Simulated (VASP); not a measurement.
# VO2: single point with PBE+U

Crystal: VO2.

```
V O
1.0
     4.40759    0.00000    0.00000
     0.00000    4.40759    0.00000
     0.00000    0.00000    2.98744
V O
2 4
Direct
  0.00000 0.00000 0.00000
  0.50000 0.50000 0.50000
  0.29897 0.29897 0.00000
  0.70103 0.70103 0.00000
  0.79897 0.20103 0.50000
  0.20103 0.79897 0.50000
```

```yaml
Program: VASP 6.6.1
Task: single point
Functional: PBE
Potentials_or_basis: VASP PAW PBE potentials, release 64 (V_sv, O)
Cutoff: 600 eV
k_mesh: 6 × 6 × 10
Occupations: gaussian, width 0.02 eV
Spin: collinear spin, ferromagnetic start
Starting_moments: "[-0.94, -0.94, 0.0, 0.0, 0.0, 0.0] μB"
Hubbard_terms: V d U = 3.25 eV
Dipole_correction: no
Further_INCAR_settings: ALGO = Normal; EDIFF = 1e-06; NBANDS = 38
```

```yaml
Pressure: 15.9 GPa
Largest_force: 0.051 eV/Å
Band_gap_on_the_k_mesh: 1.06 eV (least direct gap 1.29 eV)
Net_moment: -2.00 μB per cell
Site_moments: V -1.06; O +0.04 μB
Valence_electrons_inside_the_program's_atomic_spheres: V 11.46; O 5.09
```

Forces on the atoms (eV/Å):
```
V    0.000  0.000  0.000
V    0.000  0.000  0.000
O    0.036  0.036  0.000
O   -0.036 -0.036  0.000
O    0.036 -0.036  0.000
O   -0.036  0.036  0.000
```

Stress tensor (GPa, compression positive):
```
15.93  0.00  0.00
 0.00 15.93  0.00
 0.00  0.00 15.71
```

Levels at points of the mesh, in eV from the valence-band top:
Spin up:
| k point | band 21 | band 22 | band 23 | band 24 | band 25 | band 26 | band 27 | band 28 |
| --- | --- | --- | --- | --- | --- | --- | --- | --- |
| (0.00, 0.00, 0.00) | -1.05 | -0.67 | -0.67 | -0.18 | 2.16 | 2.21 | 2.21 | 2.78 |
| (0.50, 0.00, 0.00) | -2.29 | -2.29 | -0.97 | -0.97 | 2.91 | 2.91 | 3.23 | 3.23 |
| (0.50, 0.50, 0.00) | -1.90 | -1.90 | -1.50 | -1.50 | 2.25 | 2.25 | 2.67 | 2.67 |
| (0.00, 0.00, 0.50) | -3.01 | -3.01 | -1.70 | -1.70 | 3.04 | 3.04 | 3.50 | 3.50 |
| (0.50, 0.00, 0.50) | -2.29 | -2.29 | -1.33 | -1.33 | 1.84 | 1.84 | 3.71 | 3.71 |
| (0.50, 0.50, 0.50) | -1.70 | -1.70 | -0.80 | -0.80 | 2.62 | 2.62 | 2.97 | 2.97 |
Spin down:
```
           k point  band 23  band 24  band 25  band 26  band 27  band 28  band 29  band 30
(0.00, 0.00, 0.00)    -0.89    -0.59    -0.59    -0.05     1.34     1.45     1.45     2.77
(0.50, 0.00, 0.00)    -0.90    -0.90    -0.44    -0.44     2.19     2.19     2.58     2.58
(0.50, 0.50, 0.00)    -1.47    -1.47    -1.20    -1.20     1.49     1.49     2.98     2.98
(0.00, 0.00, 0.50)    -1.68    -1.68    -0.62    -0.62     2.36     2.36     2.90     2.90
(0.50, 0.00, 0.50)    -1.24    -1.24    -0.63    -0.63     1.06     1.06     3.08     3.08
(0.50, 0.50, 0.50)    -0.75    -0.75    -0.62    -0.62     1.96     1.96     2.29     2.29
```

Eigenvalues of the final occupation matrices:
| site | spin | trace | eigenvalues |
| --- | --- | --- | --- |
| site 1 d | 1 | 0.90 | 0.06 0.12 0.13 0.28 0.32 |
| site 1 d | 2 | 1.93 | 0.15 0.17 0.29 0.39 0.93 |
| site 2 d | 1 | 0.90 | 0.06 0.12 0.13 0.28 0.32 |
| site 2 d | 2 | 1.93 | 0.15 0.17 0.29 0.39 0.93 |

Wall time 97 s on 1 thread of Intel(R) Xeon(R) 6975P-C (Granite Rapids), on a shared host, peak memory 0.34 GiB.

Caveat: the cell stands under pressure. The state reached can hang on the start; a lower one may exist.
